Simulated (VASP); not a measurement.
Runs of VASP 6.6.1 on Na3OF. The structure is that of space group Pm-3m (No. 221), or close to it. The cells are those of the table. 

```csv
level,cell,gap on the mesh (eV),pressure (GPa)
r2SCAN,"a = 4.390 Å, 5 atoms",2.38,-1.0
PBE,"a = 4.363 Å, 5 atoms",1.97,1.3
PBE,"a = 4.494 Å, 5 atoms",1.85,-1.7
r2SCAN,"a = 4.432 Å, 5 atoms",(d),(c)
r2SCAN,"a = 4.347 Å, 5 atoms",2.43,(b)
PBE,"a = 4.347 Å, 5 atoms",1.99,1.7
PBE,"a = 4.451 Å, 5 atoms",1.89,(a)
r2SCAN,"a = 4.258 Å, 5 atoms",2.52,2.9
```

Alike in all rows: task single point; potentials or basis VASP PAW PBE potentials, release 64 (F, O, Na_pv); no spin polarisation; k mesh 6 × 6 × 6; cutoff (eV) 520; smearing gaussian 0.01 eV.

**Question.** Fill in the values left out.

**Answer.** (a) -0.9; (b) -0.2; (c) -2.0; (d) 2.34.

Caveats: the PAW data sets were made with another functional, which shifts forces and pressure a little (at least some runs).

A k mesh can miss the band edges.
